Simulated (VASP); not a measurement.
# WSe in VASP: single point with PBE

Aim: the single point of WSe with PBE.

Program: VASP 6.6.1. These are calculated values, not measurements. Logs are shortened: lines on timing, memory, paths and dates and some standing lists are left out, and cuts for length are marked.

## Step 1: The cell of the first run

The cell holds a slab with vacuum, 4 atoms: a = 3.318 Å, b = 3.318 Å, c = 31.658 Å, α = 90.00°, β = 90.00°, γ = 120.00°.

## Step 2: Single point, PBE

INCAR reads:

```
SYSTEM = WSe
  PREC = Accurate
  ENCUT = 520
  EDIFF = 1E-7
  ISMEAR = -1
  SIGMA = 0.05
  LREAL = .FALSE.
  LASPH = .TRUE.
  NELM = 60
  ALGO = Normal
  ISIF = 2
  LWAVE = .FALSE.
  LCHARG = .FALSE.
  LDIPOL = .TRUE.
  IDIPOL = 3
  DIPOL = 0.5 0.5 0.500
  GGA = PE
  NBANDS = 28
```

KPOINTS reads:

```
regular mesh
0
G
  9 9 1
  0 0 0
```

POSCAR reads:

```
WSe
1.0
    3.3179375931      0.0000000000      0.0000000000
   -1.6589687965      2.8734182438      0.0000000000
    0.0000000000      0.0000000000     31.6581424200
W Se
2 2
Direct
    0.0000000000      0.0000000000      0.2369058772
    0.0000000000      0.0000000000      0.7630941228
    0.3333333300      0.6666666600      0.2894123711
    0.3333333300      0.6666666600      0.7105876289
```

Potentials or basis: VASP PAW PBE potentials, release 64 (W_sv, Se).

The run is started by

```sh
> cat potpaw_PBE.64/W_sv/POTCAR potpaw_PBE.64/Se/POTCAR > POTCAR
> mpirun -np 1 vasp_std > vasp.out
```

OUTCAR:

```text
SYSTEM = WSe
   PREC = Accurate
   ENCUT = 520
   EDIFF = 1E-7
   ISMEAR = -1
   LREAL = .FALSE.
   LASPH = .TRUE.
   NELM = 60
   ISIF = 2
   GGA = PE

 ion  position               nearest neighbor table
   1  0.000  0.000  0.237-   3 2.54   3 2.54   3 2.54
   2  0.000  0.000  0.763-   4 2.54   4 2.54   4 2.54
   3  0.333  0.667  0.289-   1 2.54   1 2.54   1 2.54
   4  0.333  0.667  0.711-   2 2.54   2 2.54   2 2.54

  LATTYP: Found a hexagonal cell.
 ALAT       =     3.3179375931
 C/A-ratio  =     9.5415123195

  Lattice vectors:

 A1 = (   3.3179375931,   0.0000000000,   0.0000000000)
 A2 = (  -1.6589687965,   2.8734182438,   0.0000000000)
 A3 = (   0.0000000000,   0.0000000000,  31.6581424200)

Analysis of symmetry for initial positions (statically):
=====================================================================
 Subroutine PRICEL returns:
 Original cell was already a primitive cell.

 Routine SETGRP: Setting up the symmetry group for a
 hexagonal supercell.

 Subroutine GETGRP returns: Found 12 space group operations
 (whereof 12 operations were pure point group operations)
 out of a pool of 24 trial point group operations.

The static configuration has the point symmetry D_3h.

Analysis of symmetry for dynamics (positions and initial velocities):
=====================================================================
 Subroutine PRICEL returns:
 Original cell was already a primitive cell.

 Routine SETGRP: Setting up the symmetry group for a
 hexagonal supercell.

 Subroutine GETGRP returns: Found 12 space group operations
 (whereof 12 operations were pure point group operations)
 out of a pool of 24 trial point group operations.

The dynamic configuration has the point symmetry D_3h.

 Subroutine INISYM returns: Found 12 space group operations
 (whereof 12 operations are pure point group operations),
 and found     1 'primitive' translations

----------------------------------------------------------------------------------------

                                     Primitive cell

  volume of cell :     301.8231

  direct lattice vectors                    reciprocal lattice vectors
     3.317937593  0.000000000  0.000000000     0.301392046  0.174008779  0.000000000
    -1.658968796  2.873418244  0.000000000     0.000000000  0.348017558  0.000000000
     0.000000000  0.000000000 31.658142420     0.000000000  0.000000000  0.031587450

  length of vectors
     3.317937593  3.317937593 31.658142420     0.348017558  0.348017558  0.031587450

  position of ions in fractional coordinates (direct lattice)
     0.000000000  0.000000000  0.236905877
     0.000000000  0.000000000  0.763094123
     0.333333330  0.666666660  0.289412371
     0.333333330  0.666666660  0.710587629

  ion indices of the primitive-cell ions
   primitive index   ion index
                 1           1
                 2           2
                 3           3
                 4           4

----------------------------------------------------------------------------------------

 KPOINTS: regular mesh

Automatic generation of k-mesh.
 Grid dimensions read from file:
 generate k-points for:    9    9    1

 Generating k-lattice:

  Cartesian coordinates                     Fractional coordinates (reciprocal lattice)
     0.033488005  0.019334309  0.000000000     0.111111111  0.000000000  0.000000000
     0.000000000  0.038668618  0.000000000     0.000000000  0.111111111  0.000000000
     0.000000000  0.000000000  0.031587450     0.000000000  0.000000000  1.000000000

  Length of vectors
     0.038668618  0.038668618  0.031587450

  Shift w.r.t. Gamma in fractional coordinates (k-lattice)
     0.000000000  0.000000000  0.000000000

 Subroutine IBZKPT returns following result:
 ===========================================

 Found     12 irreducible k-points:

 Following reciprocal coordinates:
            Coordinates               Weight
  0.000000  0.000000  0.000000      1.000000
  0.111111 -0.000000  0.000000      6.000000
  0.222222 -0.000000  0.000000      6.000000
  0.333333 -0.000000  0.000000      6.000000
  0.444444 -0.000000  0.000000      6.000000
  0.111111  0.111111  0.000000      6.000000
  0.222222  0.111111  0.000000     12.000000
  0.333333  0.111111  0.000000     12.000000
  0.444444  0.111111  0.000000      6.000000
  0.222222  0.222222  0.000000      6.000000
  0.333333  0.222222  0.000000     12.000000
  0.333333  0.333333  0.000000      2.000000
   k-points           NKPTS =     12   k-points in BZ     NKDIM =     12   number of bands    NBANDS=     28
   number of dos      NEDOS =    301   number of ions     NIONS =      4
   total plane-waves  NPLWV = 188160
   dimension x,y,z NGX =    28 NGY =   28 NGZ =  240
   dimension x,y,z NGXF=    56 NGYF=   56 NGZF=  480
   ions per type =               2   2
   NGX,Y,Z   is equivalent  to a cutoff of  14.03, 14.03, 12.60 a.u.
   NGXF,Y,Z  is equivalent  to a cutoff of  28.06, 28.06, 25.21 a.u.
 SYSTEM =  WSe
   PREC   = accura    normal or accurate (medium, high low for compatibility)
   ISTART =      0    job   : 0-new  1-cont  2-samecut
   ICHARG =      2    charge: 1-file 2-atom 10-const
   ISPIN  =      1    spin polarized calculation?
   LNONCOLLINEAR =      F non collinear calculations
   LSORBIT =      F    spin-orbit coupling
   LASPH  =      T    aspherical Exc in radial PAW
   ENCUT  =  520.0 eV  38.22 Ry    6.18 a.u.   6.17  6.17 58.86*2*pi/ulx,y,z
   NELM   =     60;   NELMIN=  2; NELMDL= -5     # of ELM steps
   EDIFF  = 0.1E-06   stopping-criterion for ELM
   LREAL  =      F    real-space projection
   EDIFFG = 0.1E-05   stopping-criterion for IOM
   NSW    =      0    number of steps for IOM
   IBRION =     -1    ionic relax: 0-MD 1-quasi-New 2-CG
   NFREE  =      0    steps in history (QN), initial steepest desc. (CG)
   ISIF   =      2    stress and relaxation
   ISYM   =      2    0-nonsym 1-usesym 2-fastsym
   POTIM  = 0.5000    time-step for ionic-motion
   TEBEG  =    0.0;   TEEND  =   0.0 temperature during run
   PSTRESS=    0.0 pullay stress
   NELECT =      40.0000    total number of electrons
   NUPDOWN=      -1.0000    fix difference up-down
   EMIN   =  10.00;   EMAX   =-10.00  energy-range for DOS
   EFERMI =   0.00;   METHOD = LEGACY
   ISMEAR =    -1;   SIGMA  =   0.05  broadening in eV -4-tet -1-fermi 0-gaus
   EFERMI_NEDOS =   21; number of points for ismear=-14 and -15
   IALGO  =     38    algorithm
   IMIX   =      4    mixing-type and parameters
     AMIX     =   0.40;   BMIX     =  1.00
     AMIX_MAG =   1.60;   BMIX_MAG =  1.00
  volume/ion in A,a.u.               =      75.46       509.20
  Fermi-wavevector in a.u.,A,eV,Ry     =   0.834662  1.577283  9.478645  0.696661
  Thomas-Fermi vector in A             =   1.948091
   LORBIT       =      0    0 simple, 1 ext, 2 COOP (PROOUT), +10 PAW based schemes
   GGA     = PE    functional components
   LHFCALC =     F    Hartree Fock is set to
   AEXX    =    0.0000 exact exchange contribution
   IVDW    =     0    specifies the selected vdW correction
   LEPSILON=     F    determine dielectric tensor
   LRPA    =     F    only Hartree local field effects (RPA)
 non-spin polarized calculation
  energy-cutoff  :      520.00
  volume of cell :      301.82
 maximum number of plane-waves:      8169
 NGX is ok and might be reduce to    28
   NGX = 13   NGY = 13   NGZ =117

 number of electron      40.0000001 magnetization

 dipolmoment           0.000000      0.000000     -0.000000 electrons x Angstroem

 Free energy of the ion-electron system (eV)
  ---------------------------------------------------
  ext. energy  EPLUGINS =         0.00000000
  ---------------------------------------------------
  free energy    TOTEN  =       -29.35418067 eV

  energy without entropy =      -29.34869346  energy(sigma->0) =      -29.35143706

 E-fermi :  -1.5517     XC(G=0):  -4.0063

 val. band max:       -1.7365132883   @ k =   0.4444  -0.0000   0.0000
 cond. band min:      -1.3893783741   @ k =   0.1111   0.1111   0.0000
 fundamental gap:      0.3471349142
 Fermi energy:        -1.5517290707

 k-point     1 :       0.0000    0.0000    0.0000
  band No.  band energies     occupation
      1     -75.9372      2.00000
      2     -75.9372      2.00000
      3     -40.1717      2.00000
      4     -40.1717      2.00000
      5     -39.9401      2.00000
      6     -39.9401      2.00000
[... 20 lines left out ...]
     27       1.4859      0.00000
     28       1.4859      0.00000

 k-point     2 :       0.1111   -0.0000    0.0000
  band No.  band energies     occupation
      1     -75.9362      2.00000
      2     -75.9362      2.00000
      3     -40.1682      2.00000
      4     -40.1682      2.00000
      5     -39.9621      2.00000
      6     -39.9621      2.00000
[... 20 lines left out ...]
     27       1.5712      0.00000
     28       1.5712      0.00000

 k-point     3 :       0.2222   -0.0000    0.0000
  band No.  band energies     occupation
      1     -75.9337      2.00000
      2     -75.9337      2.00000
      3     -40.1595      2.00000
      4     -40.1595      2.00000
      5     -40.0176      2.00000
      6     -40.0176      2.00000
[... 20 lines left out ...]
     27       1.6651      0.00000
     28       1.6651      0.00000

 k-point     4 :       0.3333   -0.0000    0.0000
  band No.  band energies     occupation
      1     -75.9309      2.00000
      2     -75.9309      2.00000
      3     -40.1495      2.00000
      4     -40.1495      2.00000
      5     -40.0801      2.00000
      6     -40.0801      2.00000
[... 20 lines left out ...]
     27       2.0708      0.00000
     28       2.0714      0.00000

 k-point     5 :       0.4444   -0.0000    0.0000
  band No.  band energies     occupation
      1     -75.9291      2.00000
      2     -75.9291      2.00000
      3     -40.1428      2.00000
      4     -40.1428      2.00000
      5     -40.1207      2.00000
      6     -40.1207      2.00000
[... 20 lines left out ...]
     27       2.6253      0.00000
     28       2.6253      0.00000

 k-point     6 :       0.1111    0.1111    0.0000
  band No.  band energies     occupation
      1     -75.9345      2.00000
      2     -75.9345      2.00000
      3     -40.1621      2.00000
      4     -40.1621      2.00000
      5     -39.9989      2.00000
      6     -39.9989      2.00000
[... 20 lines left out ...]
     27       1.7173      0.00000
     28       1.7179      0.00000

 k-point     7 :       0.2222    0.1111    0.0000
  band No.  band energies     occupation
      1     -75.9318      2.00000
      2     -75.9318      2.00000
      3     -40.1528      2.00000
      4     -40.1528      2.00000
      5     -40.0534      2.00000
      6     -40.0534      2.00000
[... 20 lines left out ...]
     27       2.0526      0.00000
     28       2.0535      0.00000

 k-point     8 :       0.3333    0.1111    0.0000
  band No.  band energies     occupation
      1     -75.9295      2.00000
      2     -75.9295      2.00000
      3     -40.1443      2.00000
      4     -40.1443      2.00000
      5     -40.1007      2.00000
      6     -40.1007      2.00000
[... 20 lines left out ...]
     27       2.6308      0.00000
     28       2.6311      0.00000

 k-point     9 :       0.4444    0.1111    0.0000
  band No.  band energies     occupation
      1     -75.9286      2.00000
      2     -75.9286      2.00000
      3     -40.1407      2.00000
      4     -40.1407      2.00000
      5     -40.1196      2.00000
      6     -40.1196      2.00000
[... 20 lines left out ...]
     27       2.5640      0.00000
     28       2.5640      0.00000

 k-point    10 :       0.2222    0.2222    0.0000
  band No.  band energies     occupation
      1     -75.9297      2.00000
      2     -75.9297      2.00000
      3     -40.1449      2.00000
      4     -40.1449      2.00000
      5     -40.0837      2.00000
      6     -40.0837      2.00000
[... 20 lines left out ...]
     27       2.6684      0.00000
     28       2.6688      0.00000

 k-point    11 :       0.3333    0.2222    0.0000
  band No.  band energies     occupation
      1     -75.9283      2.00000
      2     -75.9283      2.00000
      3     -40.1395      2.00000
      4     -40.1395      2.00000
      5     -40.0986      2.00000
      6     -40.0986      2.00000
[... 20 lines left out ...]
     27       2.5993      0.00000
     28       2.5994      0.00000

 k-point    12 :       0.3333    0.3333    0.0000
  band No.  band energies     occupation
      1     -75.9278      2.00000
      2     -75.9278      2.00000
      3     -40.1376      2.00000
      4     -40.1376      2.00000
      5     -40.0766      2.00000
      6     -40.0766      2.00000
[... 20 lines left out ...]
     27       2.3323      0.00000
     28       2.3323      0.00000

------------------------ aborting loop because EDIFF is reached ----------------------------------------

 vacuum level on the upper side and lower side of the slab       (xc-potential included)        -0.127        -0.127

  FORCE on cell =-STRESS in cart. coord.  units (eV):
  Direction    XX          YY          ZZ          XY          YZ          ZX
  --------------------------------------------------------------------------------------
  -------------------------------------------------------------------------------------
  Total      -11.1864410    -11.1864410     -1.3701087     -0.0000000      0.0000000      0.0000000
  in kB      -59.3813454    -59.3813454     -7.2729922     -0.0000000      0.0000000      0.0000000
  external PRESSURE =     -42.0118943 kB  Pullay stress =       0.0000000 kB

 VOLUME and BASIS-vectors are now :
 -----------------------------------------------------------------------------
  energy-cutoff  :      520.00
  volume of cell :      301.82
      direct lattice vectors                 reciprocal lattice vectors
     3.317937593  0.000000000  0.000000000     0.301392046  0.174008779  0.000000000
    -1.658968796  2.873418244  0.000000000     0.000000000  0.348017558  0.000000000
     0.000000000  0.000000000 31.658142420     0.000000000  0.000000000  0.031587450

 POSITION                                       TOTAL-FORCE (eV/Angst)
 -----------------------------------------------------------------------------------
      0.00000      0.00000      7.50000         0.000000     -0.000000      0.405445
      0.00000      0.00000     24.15814         0.000000     -0.000000     -0.405445
      0.00000      1.91561      9.16226        -0.000000      0.000000     -0.405704
      0.00000      1.91561     22.49588         0.000000     -0.000000      0.405704
 -----------------------------------------------------------------------------------
    total drift:                                0.000000      0.000012     -0.000000

  FREE ENERGIE OF THE ION-ELECTRON SYSTEM (eV)
  ---------------------------------------------------
  free  energy   TOTEN  =       -29.3541806709 eV

  energy  without entropy=      -29.3486934587  energy(sigma->0) =      -29.35143706

 vacuum level on the upper side and lower side of the slab         2.947         2.947
```

It took 2.5 min on 1 thread of Intel Xeon 8259CL, shared host; peak memory 0.46 GiB.

What came out:

```
Free energy            : -29.3542 eV
Largest force          : 0.406 eV/Å
Band gap on the k mesh : 0.35 eV (least direct gap 0.77 eV)
```

Forces in eV/Å, atoms in the order of the input:
```
W    0.000  0.000  0.405
W    0.000  0.000 -0.405
Se   0.000  0.000 -0.406
Se   0.000  0.000  0.406
```

Levels at points of the mesh, in eV from the valence-band top:
| k point | band 18 | band 19 | band 20 | band 21 | band 22 | band 23 |
| --- | --- | --- | --- | --- | --- | --- |
| (0.00, 0.00, 0.00) | -0.52 | -0.38 | -0.38 | 0.51 | 0.51 | 0.51 |

Caveat: spin-orbit coupling is left out, which moves the levels of the heavy elements.
